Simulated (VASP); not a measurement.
# Sc (I4/mcm) in VASP: notebook, part 2 of 2

VASP 6.6.1. The steps go on from the part before.

## 4. Single point, PBE

This run uses another cell than the first one, of 25.81 Å³/atom.

Input file INCAR:

```
SYSTEM = Sc
PREC = Accurate
ENCUT = 520
EDIFF = 1E-6
ISMEAR = -1
SIGMA = 0.05
LREAL = .False.
LASPH = .True.
NELM = 60
ALGO = Fast
ISIF = 2
LWAVE = .False.
LCHARG = .False.
GGA = PE
NBANDS = 30
```

Input file KPOINTS:

```
Automatic mesh
0
Gamma
  7 7 7
  0 0 0
```

Input file POSCAR:

```
Sc
1.0
   -3.0880123167      3.0880123167      2.7062434742
    3.0880123167     -3.0880123167      2.7062434742
    3.0880123167      3.0880123167     -2.7062434742
Sc
4
Direct
    0.8362695100      0.6637304900      0.5000000000
    0.3362695100      0.8362695100      0.1725390200
    0.6637304900      0.1637304900      0.8274609800
    0.1637304900      0.3362695100      0.5000000000
```

Potentials or basis: VASP PAW PBE potentials, release 64 (Sc_sv).

Command:

```console
$ cat potpaw_PBE.64/Sc_sv/POTCAR > POTCAR
$ mpirun -np 1 vasp_std > vasp.out
```

OUTCAR:

```text
SYSTEM = Sc
   PREC = Accurate
   ENCUT = 520
   EDIFF = 1E-6
   ISMEAR = -1
   LREAL = .False.
   LASPH = .True.
   NELM = 60
   ISIF = 2
   GGA = PE

 ion  position               nearest neighbor table
   1  0.836  0.664  0.500-   4 2.86   4 3.10   4 3.10   2 3.27   3 3.27   2 3.27   3 3.27   3 3.38
                             2 3.38   3 3.38   2 3.38
   2  0.336  0.836  0.173-   3 2.86   3 3.10   3 3.10   4 3.27   4 3.27   1 3.27   1 3.27   4 3.38
                             1 3.38   1 3.38   4 3.38
   3  0.664  0.164  0.827-   2 2.86   2 3.10   2 3.10   1 3.27   4 3.27   1 3.27   4 3.27   4 3.38
                             1 3.38   1 3.38   4 3.38
   4  0.164  0.336  0.500-   1 2.86   1 3.10   1 3.10   3 3.27   2 3.27   2 3.27   3 3.27   3 3.38
                             3 3.38   2 3.38   2 3.38

  LATTYP: Found a body centered tetragonal cell.
 ALAT       =     6.1760246334
 C/A-ratio  =     0.8763706866

  Lattice vectors:

 A1 = (  -3.0880123167,   3.0880123167,   2.7062434742)
 A2 = (   3.0880123167,  -3.0880123167,   2.7062434742)
 A3 = (   3.0880123167,   3.0880123167,  -2.7062434742)

Analysis of symmetry for initial positions (statically):
=====================================================================
 Subroutine PRICEL returns:
 Original cell was already a primitive cell.

 Routine SETGRP: Setting up the symmetry group for a
 body centered tetragonal supercell.

 Subroutine GETGRP returns: Found 16 space group operations
 (whereof  8 operations were pure point group operations)
 out of a pool of 16 trial point group operations.

The static configuration has the point symmetry C_4h.
 The point group associated with its full space group is D_4h.

Analysis of symmetry for dynamics (positions and initial velocities):
=====================================================================
 Subroutine PRICEL returns:
 Original cell was already a primitive cell.

 Routine SETGRP: Setting up the symmetry group for a
 body centered tetragonal supercell.

 Subroutine GETGRP returns: Found 16 space group operations
 (whereof  8 operations were pure point group operations)
 out of a pool of 16 trial point group operations.

The dynamic configuration has the point symmetry C_4h.
 The point group associated with its full space group is D_4h.

 Subroutine INISYM returns: Found 16 space group operations
 (whereof  8 operations are pure point group operations),
 and found     1 'primitive' translations

----------------------------------------------------------------------------------------

                                     Primitive cell

  volume of cell :     103.2250

  direct lattice vectors                    reciprocal lattice vectors
    -3.088012317  3.088012317  2.706243474     0.000000000  0.161916453  0.184757951
     3.088012317 -3.088012317  2.706243474     0.161916453  0.000000000  0.184757951
     3.088012317  3.088012317 -2.706243474     0.161916453  0.161916453  0.000000000

  length of vectors
     5.137644779  5.137644779  5.137644779     0.245667332  0.245667332  0.228984443

  position of ions in fractional coordinates (direct lattice)
     0.836269510  0.663730490  0.500000000
     0.336269510  0.836269510  0.172539020
     0.663730490  0.163730490  0.827460980
[... 33 lines left out ...]
 Found     40 irreducible k-points:

 Following reciprocal coordinates:
            Coordinates               Weight
  0.000000  0.000000  0.000000      1.000000
  0.142857  0.000000 -0.000000      8.000000
  0.285714  0.000000 -0.000000      8.000000
  0.428571  0.000000 -0.000000      8.000000
  0.142857  0.142857 -0.000000      8.000000
  0.285714  0.142857 -0.000000     16.000000
[... 16 lines left out ...]
 -0.142857  0.285714  0.142857      8.000000
 -0.428571  0.428571  0.142857      8.000000
 [... further k-points ...]
   k-points           NKPTS =     40   k-points in BZ     NKDIM =     40   number of bands    NBANDS=     30
   number of dos      NEDOS =    301   number of ions     NIONS =      4
   total plane-waves  NPLWV =  64000
   dimension x,y,z NGX =    40 NGY =   40 NGZ =   40
   dimension x,y,z NGXF=    80 NGYF=   80 NGZF=   80
   ions per type =               4
   NGX,Y,Z   is equivalent  to a cutoff of  12.94, 12.94, 12.94 a.u.
   NGXF,Y,Z  is equivalent  to a cutoff of  25.89, 25.89, 25.89 a.u.
 SYSTEM =  Sc
   PREC   = accura    normal or accurate (medium, high low for compatibility)
   ISTART =      0    job   : 0-new  1-cont  2-samecut
   ICHARG =      2    charge: 1-file 2-atom 10-const
   ISPIN  =      1    spin polarized calculation?
   LNONCOLLINEAR =      F non collinear calculations
   LSORBIT =      F    spin-orbit coupling
   LASPH  =      T    aspherical Exc in radial PAW
   ENCUT  =  520.0 eV  38.22 Ry    6.18 a.u.   9.55  9.55  9.55*2*pi/ulx,y,z
   NELM   =     60;   NELMIN=  2; NELMDL= -5     # of ELM steps
   EDIFF  = 0.1E-05   stopping-criterion for ELM
   LREAL  =      F    real-space projection
   EDIFFG = 0.1E-04   stopping-criterion for IOM
   NSW    =      0    number of steps for IOM
   IBRION =     -1    ionic relax: 0-MD 1-quasi-New 2-CG
   NFREE  =      0    steps in history (QN), initial steepest desc. (CG)
   ISIF   =      2    stress and relaxation
   ISYM   =      2    0-nonsym 1-usesym 2-fastsym
   POTIM  = 0.5000    time-step for ionic-motion
   TEBEG  =    0.0;   TEEND  =   0.0 temperature during run
   PSTRESS=    0.0 pullay stress
   NELECT =      44.0000    total number of electrons
   NUPDOWN=      -1.0000    fix difference up-down
   EMIN   =  10.00;   EMAX   =-10.00  energy-range for DOS
   EFERMI =   0.00;   METHOD = LEGACY
   ISMEAR =    -1;   SIGMA  =   0.05  broadening in eV -4-tet -1-fermi 0-gaus
   EFERMI_NEDOS =   21; number of points for ismear=-14 and -15
   IALGO  =     68    algorithm
   IMIX   =      4    mixing-type and parameters
     AMIX     =   0.40;   BMIX     =  1.00
     AMIX_MAG =   1.60;   BMIX_MAG =  1.00
  volume/ion in A,a.u.               =      25.81       174.15
  Fermi-wavevector in a.u.,A,eV,Ry     =   1.232057  2.328250 20.653156  1.517964
  Thomas-Fermi vector in A             =   2.366842
   LORBIT       =      0    0 simple, 1 ext, 2 COOP (PROOUT), +10 PAW based schemes
   GGA     = PE    functional components
   LHFCALC =     F    Hartree Fock is set to
   AEXX    =    0.0000 exact exchange contribution
   IVDW    =     0    specifies the selected vdW correction
   LEPSILON=     F    determine dielectric tensor
   LRPA    =     F    only Hartree local field effects (RPA)
 non-spin polarized calculation
 RMM-DIIS sequential band-by-band and
  energy-cutoff  :      520.00
  volume of cell :      103.23
 maximum number of plane-waves:      2802
 NGX is ok and might be reduce to    40
   NGX = 19   NGY = 19   NGZ = 19

 number of electron      44.0000004 magnetization

 Free energy of the ion-electron system (eV)
  ---------------------------------------------------
  ext. energy  EPLUGINS =         0.00000000
  ---------------------------------------------------
  free energy    TOTEN  =       -24.19129234 eV

  energy without entropy =      -24.14185195  energy(sigma->0) =      -24.16657215

 E-fermi :   3.3264     XC(G=0):  -9.6228

 val. band max:        3.3043609025   @ k =  -0.2857   0.4286   0.2857
 cond. band min:       3.3362165611   @ k =   0.4286   0.2857   0.1429
 fundamental gap:      0.0318556586
 Fermi energy:         3.3264305972

 k-point     1 :       0.0000    0.0000    0.0000
  band No.  band energies     occupation
      1     -46.0603      2.00000
      2     -45.9950      2.00000
      3     -45.9458      2.00000
      4     -45.9458      2.00000
      5     -24.8287      2.00000
      6     -24.7728      2.00000
[... 781 lines left out ...]
     29       5.2998      0.00000
     30       5.5193      0.00000

 [... further k-points ...]

------------------------ aborting loop because EDIFF is reached ----------------------------------------

  FORCE on cell =-STRESS in cart. coord.  units (eV):
  Direction    XX          YY          ZZ          XY          YZ          ZX
  --------------------------------------------------------------------------------------
  -------------------------------------------------------------------------------------
  Total        0.1383926      0.1383926      0.0794412      0.0000000     -0.0000000      0.0000000
  in kB        2.1480212      2.1480212      1.2330233      0.0000000     -0.0000000      0.0000000
  external PRESSURE =       1.8430219 kB  Pullay stress =       0.0000000 kB

 VOLUME and BASIS-vectors are now :
 -----------------------------------------------------------------------------
  energy-cutoff  :      520.00
  volume of cell :      103.23
      direct lattice vectors                 reciprocal lattice vectors
    -3.088012317  3.088012317  2.706243474     0.000000000  0.161916453  0.184757951
     3.088012317 -3.088012317  2.706243474     0.161916453  0.000000000  0.184757951
     3.088012317  3.088012317 -2.706243474     0.161916453  0.161916453  0.000000000

 POSITION                                       TOTAL-FORCE (eV/Angst)
 -----------------------------------------------------------------------------------
      1.01120      2.07681      2.70624         0.035876     -0.035876     -0.000000
      2.07681     -1.01120      2.70624        -0.035876     -0.035876     -0.000000
      1.01120      4.09922      0.00000         0.035876      0.035876      0.000000
      2.07681      1.01120      0.00000        -0.035876      0.035876      0.000000
 -----------------------------------------------------------------------------------
    total drift:                               -0.000000      0.000000     -0.000000

  FREE ENERGIE OF THE ION-ELECTRON SYSTEM (eV)
  ---------------------------------------------------
  free  energy   TOTEN  =       -24.1912923443 eV

  energy  without entropy=      -24.1418519539  energy(sigma->0) =      -24.16657215
```

OSZICAR:

```text
N       E                     dE             d eps       ncg     rms          rms(c)
DAV:   1     0.920933386428E+03    0.92093E+03   -0.20018E+04  2400   0.154E+03
DAV:   2     0.432228652260E+02   -0.87771E+03   -0.86375E+03  3416   0.717E+02
DAV:   3    -0.237008501413E+02   -0.66924E+02   -0.64116E+02  4004   0.270E+02
[... 11 lines left out ...]
RMM:  15    -0.241912787589E+02   -0.17931E-04   -0.18060E-04  3458   0.477E-02    0.155E-03
RMM:  16    -0.241912869302E+02   -0.81713E-05   -0.84375E-05  2844   0.324E-02    0.173E-03
RMM:  17    -0.241912897151E+02   -0.27849E-05   -0.25290E-05  2744   0.175E-02    0.114E-03
RMM:  18    -0.241912914704E+02   -0.17553E-05   -0.13888E-05  2593   0.129E-02    0.973E-04
RMM:  19    -0.241912923443E+02   -0.87388E-06   -0.47527E-06  2465   0.928E-03
   1 F= -.24191292E+02 E0= -.24166572E+02  d E =-.494404E-01
```

Wall time 6.1 min (1 thread of Intel Xeon 8259CL, shared host); peak memory 0.28 GiB.

What came out:

```yaml
Free_energy: -24.1913 eV
Pressure: 0.2 GPa
Largest_force: 0.051 eV/Å
Band_gap_on_the_k_mesh: zero (bands 22 and 23 overlap by 0.62 eV)
```

Forces on the atoms (eV/Å):
```
Sc   0.036 -0.036  0.000
Sc  -0.036 -0.036  0.000
Sc   0.036  0.036  0.000
Sc  -0.036  0.036  0.000
```

Levels at points of the mesh, in eV from the Fermi level:
```
           k point  band 19  band 20  band 21  band 22  band 23  band 24  band 25  band 26
(0.00, 0.00, 0.00)    -0.65    -0.38    -0.31    -0.31     0.28     0.98     0.98     1.39
```

## 5. Summary

| cell | gap on the mesh (eV) | pressure (GPa) | largest force (eV/Å) |
| --- | --- | --- | --- |
| a = 5.068 Å, angles 106.1, 106.1, 116.4°, 4 atoms | none | 2.3 | 0.10 |
| a = 5.103 Å, angles 106.1, 106.1, 116.4°, 4 atoms | none | 1.2 | 0.08 |
| a = 5.138 Å, angles 106.1, 106.1, 116.4°, 4 atoms | none | 0.2 | 0.05 |

Alike in all rows: task single point; level PBE; potentials or basis VASP PAW PBE potentials, release 64 (Sc_sv); no spin polarisation; k mesh 7 × 7 × 7; cutoff (eV) 520; smearing fermi-dirac 0.05 eV.

Total energies depend on the potentials used, so only differences within one code and one set of settings carry meaning.

The gap in the log of VASP goes by the Fermi energy; the results here count the filled bands.